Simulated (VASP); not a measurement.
A run of VASP 6.6.1 is set up as follows.

File INCAR:

```
PREC = Accurate
ENCUT = 520
EDIFF = 1E-7
ISMEAR = 0
SIGMA = 0.1
LREAL = F
LASPH = T
NELM = 60
ALGO = Normal
ISIF = 2
LWAVE = F
LCHARG = F
LDIPOL = T
IDIPOL = 3
DIPOL = 0.5 0.5 0.359
GGA = PE
NBANDS = 38
```

The input KPOINTS:

```
Automatic mesh
0
Gamma
  9 9 1
```

File POSCAR:

```
Ti3N3F
1.0
    3.0028555063      0.0000000000      0.0000000000
   -1.5014277532      2.6005491524      0.0000000000
    0.0000000000      0.0000000000     21.5541471841
N Ti F
3 3 1
Direct
    0.3333333333      0.6666666667      0.1855791355
    0.0000000000      0.0000000000      0.2993308526
    0.6666666667      0.3333333333      0.4147299353
    0.6666666667      0.3333333333      0.2424549941
    0.3333333333      0.6666666667      0.3575097830
    0.0000000000      0.0000000000      0.4664599856
    0.0000000000      0.0000000000      0.5485502466
```

Potentials or basis: VASP PAW PBE potentials, release 64 (N, Ti_sv, F).

Command:

```bash
$ cat potpaw_PBE.64/N/POTCAR potpaw_PBE.64/Ti_sv/POTCAR potpaw_PBE.64/F/POTCAR > POTCAR
$ mpirun -np 1 vasp_std > vasp.out
```

Task: Predict the largest force.

Result: 5.460 eV/Å.

Task: Estimate the band gap on the k mesh.

Result: Zero (bands 29 and 30 overlap by 0.21 eV).

Forces in eV/Å, atoms in the order of the input:
```
N    0.000  0.000  4.227
N    0.000  0.000  1.277
N    0.000  0.000 -0.059
Ti   0.000  0.000 -5.460
Ti   0.000  0.000 -0.213
Ti   0.000  0.000  0.031
F    0.000  0.000  0.198
```
